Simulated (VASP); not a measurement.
LiNbO3, 5 atoms in the cell. Symmetry: Pm-3m, No. 221, cubic system. The conventional cell has a = 4.431 Å, b = 4.431 Å, c = 4.431 Å, α = 90.00°, β = 90.00°, γ = 90.00°. Within 4.1 Å of Li (site symmetry m-3m) lie 12 O at 3.13 Å and 8 Nb at 3.84 Å. Nb (site symmetry m-3m) has 6 O at 2.22 Å within 2.9 Å. Within 2.9 Å of O (site symmetry 4/mmm) lie 2 Nb at 2.22 Å. 

| Item | Value |
| --- | --- |
| Program | VASP 6.6.1 |
| Task | relaxation of cell and atoms |
| Functional | PBE |
| Potentials or basis | VASP PAW PBE potentials, release 64 (Li_sv, Nb_sv, O) |
| Cutoff | 600 eV |
| k mesh | 6 × 6 × 6 |
| Occupations | fermi-dirac, width 0.02 eV |
| Spin | no spin polarisation |
| Dipole correction | no |
| Further INCAR settings | ALGO = Normal; EDIFF = 1e-06; IBRION = 2; EDIFFG = -0.005; NSW = 80; ISIF = 3 |

Potentials or basis: VASP PAW PBE potentials, release 64 (Li_sv, Nb_sv, O).

The run is started by

```console
$ cat potpaw_PBE.64/Li_sv/POTCAR potpaw_PBE.64/Nb_sv/POTCAR potpaw_PBE.64/O/POTCAR > POTCAR
$ mpirun -np 1 vasp_std > vasp.out
```

Hardware: 1 thread of AMD EPYC 9R45 (Zen 5), with other jobs on the host.

Task: How long does it take, and how much memory?

Result: Wall time 2.8 min on 1 thread of AMD EPYC 9R45 (Zen 5), on a shared host, peak memory 0.2 GiB. Counts: scf iterations 61, k points 20, ion steps 6.
